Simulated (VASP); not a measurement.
# Si7Ge (P-43m) in VASP: relaxation of cell and atoms with LDA

Aim: the relaxation of cell and atoms of Si7Ge with LDA.

Everything below comes from runs of VASP 6.6.1. Logs are shortened: lines on timing, memory, paths and dates and some standing lists are left out, and cuts for length are marked.

### 1 The cell of the first run

It takes space group P-43m (No. 215, cubic). Conventional cell: a = 5.465 Å, b = 5.465 Å, c = 5.465 Å, α = 90.00°, β = 90.00°, γ = 90.00°. Si (site symmetry 3m) has 3 Si at 2.36 Å and 1 Ge at 2.39 Å within 3.1 Å. Within 3.1 Å of Si (site symmetry -42m) lie 4 Si at 2.36 Å. Within 3.2 Å of Ge (site symmetry -43m) lie 4 Si at 2.39 Å.

### 2 Relaxation of cell and atoms, LDA

The input, INCAR:

```
PREC = Accurate
ENCUT = 600
EDIFF = 1E-6
ISMEAR = 0
SIGMA = 0.01
LREAL = F
LASPH = T
NELM = 80
ALGO = Normal
ISIF = 3
LWAVE = F
LCHARG = F
IBRION = 2
NSW = 100
EDIFFG = -0.005
```

The input, KPOINTS:

```
regular mesh
0
Gamma
  8 8 8
```

The input, POSCAR:

```
Si7Ge
1.0
    5.4653950700      0.0000000000      0.0000000000
    0.0000000000      5.4653950700      0.0000000000
    0.0000000000      0.0000000000      5.4653950700
Si Ge
7 1
Direct
    0.2526152100      0.2526152100      0.2526152100
    0.0000000000      0.5000000000      0.5000000000
    0.5000000000      0.5000000000      0.0000000000
    0.5000000000      0.0000000000      0.5000000000
    0.7473847900      0.2526152100      0.7473847900
    0.7473847900      0.7473847900      0.2526152100
    0.2526152100      0.7473847900      0.7473847900
    0.0000000000      0.0000000000      0.0000000000
```

Potentials or basis: VASP PAW LDA potentials, release 64 (Si, Ge_d).

The run is started by

```
$ cat potpaw_LDA.64/Si/POTCAR potpaw_LDA.64/Ge_d/POTCAR > POTCAR
$ mpirun -np 1 vasp_std > vasp.out
```

OUTCAR:

```text
PREC = Accurate
   ENCUT = 600
   EDIFF = 1E-6
   ISMEAR = 0
   LREAL = F
   LASPH = T
   NELM = 80
   ISIF = 3
   IBRION = 2
   NSW = 100
   EDIFFG = -0.005

 ion  position               nearest neighbor table
   1  0.253  0.253  0.253-   2 2.36   3 2.36   4 2.36   8 2.39
   2  0.000  0.500  0.500-   1 2.36   5 2.36   6 2.36   7 2.36
   3  0.500  0.500  0.000-   1 2.36   5 2.36   6 2.36   7 2.36
   4  0.500  0.000  0.500-   1 2.36   5 2.36   6 2.36   7 2.36
   5  0.747  0.253  0.747-   2 2.36   3 2.36   4 2.36   8 2.39
   6  0.747  0.747  0.253-   2 2.36   3 2.36   4 2.36   8 2.39
   7  0.253  0.747  0.747-   2 2.36   3 2.36   4 2.36   8 2.39
   8  0.000  0.000  0.000-   1 2.39   5 2.39   6 2.39   7 2.39

  LATTYP: Found a simple cubic cell.
 ALAT       =     5.4653950700

  Lattice vectors:

 A1 = (   5.4653950700,   0.0000000000,   0.0000000000)
 A2 = (   0.0000000000,   5.4653950700,   0.0000000000)
 A3 = (   0.0000000000,   0.0000000000,   5.4653950700)

Analysis of symmetry for initial positions (statically):
=====================================================================
 Subroutine PRICEL returns:
 Original cell was already a primitive cell.

 Routine SETGRP: Setting up the symmetry group for a
 simple cubic supercell.

 Subroutine GETGRP returns: Found 24 space group operations
 (whereof 24 operations were pure point group operations)
 out of a pool of 48 trial point group operations.

The static configuration has the point symmetry T_d .

Analysis of symmetry for dynamics (positions and initial velocities):
=====================================================================
 Subroutine PRICEL returns:
 Original cell was already a primitive cell.

 Routine SETGRP: Setting up the symmetry group for a
 simple cubic supercell.

 Subroutine GETGRP returns: Found 24 space group operations
 (whereof 24 operations were pure point group operations)
 out of a pool of 48 trial point group operations.

The dynamic configuration has the point symmetry T_d .

 Subroutine INISYM returns: Found 24 space group operations
 (whereof 24 operations are pure point group operations),
 and found     1 'primitive' translations

----------------------------------------------------------------------------------------

                                     Primitive cell

  volume of cell :     163.2543

  direct lattice vectors                    reciprocal lattice vectors
     5.465395070  0.000000000  0.000000000     0.182969390  0.000000000  0.000000000
     0.000000000  5.465395070  0.000000000     0.000000000  0.182969390  0.000000000
     0.000000000  0.000000000  5.465395070     0.000000000  0.000000000  0.182969390

  length of vectors
     5.465395070  5.465395070  5.465395070     0.182969390  0.182969390  0.182969390

  position of ions in fractional coordinates (direct lattice)
     0.252615210  0.252615210  0.252615210
     0.000000000  0.500000000  0.500000000
     0.500000000  0.500000000  0.000000000
     0.500000000  0.000000000  0.500000000
     0.747384790  0.252615210  0.747384790
     0.747384790  0.747384790  0.252615210
     0.252615210  0.747384790  0.747384790
     0.000000000  0.000000000  0.000000000

  ion indices of the primitive-cell ions
   primitive index   ion index
                 1           1
                 2           2
                 3           3
                 4           4
                 5           5
                 6           6
                 7           7
                 8           8

----------------------------------------------------------------------------------------

 KPOINTS: regular mesh

Automatic generation of k-mesh.
 Grid dimensions read from file:
 generate k-points for:    8    8    8

 Generating k-lattice:

  Cartesian coordinates                     Fractional coordinates (reciprocal lattice)
     0.022871174  0.000000000  0.000000000     0.125000000  0.000000000  0.000000000
     0.000000000  0.022871174  0.000000000     0.000000000  0.125000000  0.000000000
     0.000000000  0.000000000  0.022871174     0.000000000  0.000000000  0.125000000

  Length of vectors
     0.022871174  0.022871174  0.022871174

  Shift w.r.t. Gamma in fractional coordinates (k-lattice)
     0.000000000  0.000000000  0.000000000

 Subroutine IBZKPT returns following result:
 ===========================================

 Found     35 irreducible k-points:

 Following reciprocal coordinates:
            Coordinates               Weight
  0.000000  0.000000  0.000000      1.000000
  0.125000  0.000000  0.000000      6.000000
  0.250000  0.000000  0.000000      6.000000
  0.375000  0.000000  0.000000      6.000000
  0.500000  0.000000  0.000000      3.000000
  0.125000  0.125000  0.000000     12.000000
[... 16 lines left out ...]
  0.375000  0.375000  0.125000     24.000000
  0.500000  0.375000  0.125000     24.000000
 [... further k-points ...]
   k-points           NKPTS =     35   k-points in BZ     NKDIM =     35   number of bands    NBANDS=     26
   number of dos      NEDOS =    301   number of ions     NIONS =      8
   total plane-waves  NPLWV = 110592
   dimension x,y,z NGX =    48 NGY =   48 NGZ =   48
   dimension x,y,z NGXF=    96 NGYF=   96 NGZF=   96
   ions per type =               7   1
   NGX,Y,Z   is equivalent  to a cutoff of  14.60, 14.60, 14.60 a.u.
   NGXF,Y,Z  is equivalent  to a cutoff of  29.20, 29.20, 29.20 a.u.
 SYSTEM =  unknown system
   PREC   = accura    normal or accurate (medium, high low for compatibility)
   ISTART =      0    job   : 0-new  1-cont  2-samecut
   ICHARG =      2    charge: 1-file 2-atom 10-const
   ISPIN  =      1    spin polarized calculation?
   LNONCOLLINEAR =      F non collinear calculations
   LSORBIT =      F    spin-orbit coupling
   LASPH  =      T    aspherical Exc in radial PAW
   ENCUT  =  600.0 eV  44.10 Ry    6.64 a.u.  10.92 10.92 10.92*2*pi/ulx,y,z
   NELM   =     80;   NELMIN=  2; NELMDL= -5     # of ELM steps
   EDIFF  = 0.1E-05   stopping-criterion for ELM
   LREAL  =      F    real-space projection
   EDIFFG = -.5E-02   stopping-criterion for IOM
   NSW    =    100    number of steps for IOM
   IBRION =      2    ionic relax: 0-MD 1-quasi-New 2-CG
   NFREE  =      1    steps in history (QN), initial steepest desc. (CG)
   ISIF   =      3    stress and relaxation
   ISYM   =      2    0-nonsym 1-usesym 2-fastsym
   POTIM  = 0.5000    time-step for ionic-motion
   TEBEG  =    0.0;   TEEND  =   0.0 temperature during run
   PSTRESS=    0.0 pullay stress
   NELECT =      42.0000    total number of electrons
   NUPDOWN=      -1.0000    fix difference up-down
   EMIN   =  10.00;   EMAX   =-10.00  energy-range for DOS
   EFERMI =   0.00;   METHOD = LEGACY
   ISMEAR =     0;   SIGMA  =   0.01  broadening in eV -4-tet -1-fermi 0-gaus
   EFERMI_NEDOS =   21; number of points for ismear=-14 and -15
   IALGO  =     38    algorithm
   IMIX   =      4    mixing-type and parameters
     AMIX     =   0.40;   BMIX     =  1.00
     AMIX_MAG =   1.60;   BMIX_MAG =  1.00
  volume/ion in A,a.u.               =      20.41       137.71
  Fermi-wavevector in a.u.,A,eV,Ry     =   1.041205  1.967593 14.750191  1.084108
  Thomas-Fermi vector in A             =   2.175816
   LORBIT       =      0    0 simple, 1 ext, 2 COOP (PROOUT), +10 PAW based schemes
   GGA     = CA    functional components
   LHFCALC =     F    Hartree Fock is set to
   AEXX    =    0.0000 exact exchange contribution
   IVDW    =     0    specifies the selected vdW correction
   LEPSILON=     F    determine dielectric tensor
   LRPA    =     F    only Hartree local field effects (RPA)
 conjugate gradient relaxation of ions
 non-spin polarized calculation
 Gauss-broadening in eV      SIGMA  =   0.01
  energy-cutoff  :      600.00
  volume of cell :      163.25
 maximum number of plane-waves:      5520
 NGX is ok and might be reduce to    48
   NGX = 21   NGY = 21   NGZ = 21

--------------------------------------- Ionic step        1  -------------------------------------------

 number of electron      42.0000003 magnetization

 Free energy of the ion-electron system (eV)
  ---------------------------------------------------
  ext. energy  EPLUGINS =         0.00000000
  ---------------------------------------------------
  free energy    TOTEN  =       -46.86862249 eV

  energy without entropy =      -46.86862249  energy(sigma->0) =      -46.86862249

------------------------ aborting loop because EDIFF is reached ----------------------------------------

  FORCE on cell =-STRESS in cart. coord.  units (eV):
  Direction    XX          YY          ZZ          XY          YZ          ZX
  --------------------------------------------------------------------------------------
  -------------------------------------------------------------------------------------
  Total       -1.9685432     -1.9685432     -1.9685432     -0.0000000     -0.0000000     -0.0000000
  in kB      -19.3192760    -19.3192760    -19.3192760     -0.0000000     -0.0000000     -0.0000000
  external PRESSURE =     -19.3192760 kB  Pullay stress =       0.0000000 kB
[... 195 lines left out ...]
  energy  without entropy=      -46.8901107467  energy(sigma->0) =      -46.89011075

--------------------------------------- Ionic step        6  -------------------------------------------

 number of electron      41.9999996 magnetization

 Free energy of the ion-electron system (eV)
  ---------------------------------------------------
  ext. energy  EPLUGINS =         0.00000000
  ---------------------------------------------------
  free energy    TOTEN  =       -46.89011488 eV

  energy without entropy =      -46.89011488  energy(sigma->0) =      -46.89011488

 E-fermi :   5.9048     XC(G=0):  -9.7737

 val. band max:        5.7978563849   @ k =   0.0000   0.0000   0.0000
 cond. band min:       6.0574500234   @ k =   0.0000   0.0000   0.0000
 fundamental gap:      0.2595936385
 Fermi energy:         5.9048475400

 k-point     1 :       0.0000    0.0000    0.0000
  band No.  band energies     occupation
      1     -18.4998      2.00000
      2     -18.4998      2.00000
      3     -18.4998      2.00000
      4     -18.4720      2.00000
      5     -18.4720      2.00000
      6      -6.4010      2.00000
[... 685 lines left out ...]
     25       8.6891      0.00000
     26       9.0275      0.00000

 [... further k-points ...]

------------------------ aborting loop because EDIFF is reached ----------------------------------------

  FORCE on cell =-STRESS in cart. coord.  units (eV):
  Direction    XX          YY          ZZ          XY          YZ          ZX
  --------------------------------------------------------------------------------------
  -------------------------------------------------------------------------------------
  Total       -0.0332834     -0.0332834     -0.0332834      0.0000000      0.0000000     -0.0000000
  in kB       -0.3336225     -0.3336225     -0.3336225      0.0000000      0.0000000     -0.0000000
  external PRESSURE =      -0.3336225 kB  Pullay stress =       0.0000000 kB
[... 23 lines left out ...]
  FREE ENERGIE OF THE ION-ELECTRON SYSTEM (eV)
  ---------------------------------------------------
  free  energy   TOTEN  =       -46.8901148753 eV

  energy  without entropy=      -46.8901148753  energy(sigma->0) =      -46.89011488

 reached required accuracy - stopping structural energy minimisation
```

Wall time 8.9 min (1 thread of Intel Xeon Platinum 8488C (Sapphire Rapids), shared host); peak memory 0.36 GiB.

What came out:

* Free energy: -46.8901 eV
* Relaxed volume: 19.98 Å³/atom
* Relaxed cell: a = 5.427 Å, b = 5.427 Å, c = 5.427 Å, α = 90.00°, β = 90.00°, γ = 90.00°
* Space group after relaxing (to 0.05 Å): P-43m (No. 215)
* Energy gained by relaxing: 2.7 meV/atom
* Ionic steps: 6
* Pressure after relaxing: 0.0 GPa
* Band gap on the k mesh: 0.26 eV, direct

Step by step:
```
step  energy change (eV)  largest force (eV/Å)  pressure (GPa)  volume (Å³)
   1              0.0000                0.0248           -1.93       163.25
   2             -0.0119                0.0087            1.30       157.51
   3             -0.0215                0.0153            0.02       159.78
   4             -0.0215                0.0155           -0.09       159.85
   5             -0.0215                0.0051           -0.04       159.84
   6             -0.0215                0.0004           -0.03       159.84
```

Final structure:
```
CELL_PARAMETERS angstrom
5.42702 0.00000 0.00000
0.00000 5.42702 0.00000
0.00000 0.00000 5.42702
ATOMIC_POSITIONS crystal
Si 0.25244 0.25244 0.25244
Si 0.00000 0.50000 0.50000
Si 0.50000 0.50000 0.00000
Si 0.50000 0.00000 0.50000
Si 0.74756 0.25244 0.74756
Si 0.74756 0.74756 0.25244
Si 0.25244 0.74756 0.74756
Ge 0.00000 0.00000 0.00000
```

A k mesh can miss the band edges.
